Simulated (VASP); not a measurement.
A run of VASP 6.6.1 is set up as follows.

File INCAR:

```
SYSTEM = As
PREC     = Accurate       ! precision mode
ENCUT    = 500            ! plane-wave cutoff, eV
EDIFF    = 1E-6           ! SCF threshold, eV
ISMEAR   = -1             ! smearing method
SIGMA    = 0.3            ! smearing width, eV
LREAL    = .FALSE.        ! projectors in reciprocal space
LASPH    = .TRUE.         ! aspherical terms in the spheres
NELM     = 120            ! most SCF steps
ALGO     = Normal         ! electronic algorithm
ISIF     = 2              ! what is computed and relaxed
LWAVE    = .FALSE.        ! write WAVECAR
LCHARG   = .FALSE.        ! write CHGCAR
NBANDS   = 12             ! bands
GGA_COMPAT= .FALSE.
```

File KPOINTS:

```
Automatic mesh
0
G
  10 10 10
  0 0 0
```

File POSCAR:

```
As
1.0
    1.8799878575      1.0854114956      3.3276505507
   -1.8799878575      1.0854114956      3.3276505507
    0.0000000000     -2.1708229912      3.3276505507
As
2
Direct
    0.7695128170      0.7695128170      0.7695128170
    0.2304871830      0.2304871830      0.2304871830
```

Potentials or basis: VASP PAW LDA potentials, release 64 (As).

Run with:

```sh
$ cat potpaw_LDA.64/As/POTCAR > POTCAR
$ mpirun -np 1 vasp_std > vasp.out
```

Estimate the largest force.

0.164 eV/Å.

Estimate the pressure.

0.6 GPa.

Estimate the band gap on the k mesh.

zero (band 5 reaches 5.96 eV, above the bottom of band 6 at 5.73 eV).

Stress tensor (GPa, compression positive):
```
0.47 0.00 0.00
0.00 0.47 0.00
0.00 0.00 0.75
```
